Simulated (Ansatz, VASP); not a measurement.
CdTe in VASP and in Ansatz

```
Cd Te
1.0
     0.00000    3.34291    3.34291
     3.34291    0.00000    3.34291
     3.34291    3.34291    0.00000
Cd Te
1 1
Direct
  0.00000 0.00000 0.00000
  0.25000 0.25000 0.25000
```

Alike in both runs: functional r2SCAN; k mesh 8 × 8 × 8; occupations fermi-dirac, width 0.02 eV; no spin polarisation.

Ansatz relaxed the structure, and its values are those at the end. VASP's run is a single point on that final structure, the one shown.

|  | VASP | Ansatz |
| --- | --- | --- |
| version | VASP 6.6.1 | Ansatz 0.2.0 |
| potentials or method | VASP PAW PBE potentials, release 64 (Cd, Te), cutoff 520 eV | PAW plane waves |
| valence electrons in the cell | 18 | 36 |

VASP gave:

```
gap on the k mesh at the Fermi level (eV) : 0.97
pressure (GPa)                            : -2.0
```

**Question.** Estimate Ansatz's values.

**Answer.** gap on the k mesh at the Fermi level (eV): 0.98; pressure (GPa): -2.0.

VASP's potentials were made for PBE, not for r2SCAN. VASP's potentials hold 18 valence electrons a cell and Ansatz's 36, so a difference there can come from the potentials and not from the codes. Ansatz's warnings: stress scf threshold loose.

Neither program's run includes spin-orbit coupling.
